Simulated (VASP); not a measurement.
A run of VASP 6.6.1 is set up as follows.

Contents of INCAR:

```
PREC = Accurate
ENCUT = 520
EDIFF = 1E-6
ISMEAR = -1
SIGMA = 0.05
LREAL = F
LASPH = T
NELM = 150
ALGO = Normal
ISIF = 2
LWAVE = F
LCHARG = T
MAGMOM = 1 0 0
LORBIT = 11
LSORBIT = T
GGA_COMPAT = F
LORBMOM = T
LMAXMIX = 6
GGA = PS
LVHAR = T
NBANDS = 35
```

File KPOINTS:

```
regular mesh
0
Gamma
  9 9 9
```

Contents of POSCAR:

```
Yb
1.0
   -2.1514830000      2.1514830000      2.1514830000
    2.1514830000     -2.1514830000      2.1514830000
    2.1514830000      2.1514830000     -2.1514830000
Yb
1
Direct
    0.0000000000      0.0000000000      0.0000000000
```

Potentials or basis: VASP PAW PBE potentials, release 64 (Yb).

Run with:

```bash
$ cat potpaw_PBE.64/Yb/POTCAR > POTCAR
$ mpirun -np 1 vasp_ncl > vasp.out
```

Predict the net moment.

0.00 μB per cell.

Predict the pressure.

-3.1 GPa.

Moments on the atoms (μB; x, y, z):
```
Yb  0.00 0.00 0.00
```

Caveat: the PAW data sets were made with another functional, which shifts forces and pressure a little. The state reached can hang on the start; a lower one may exist.
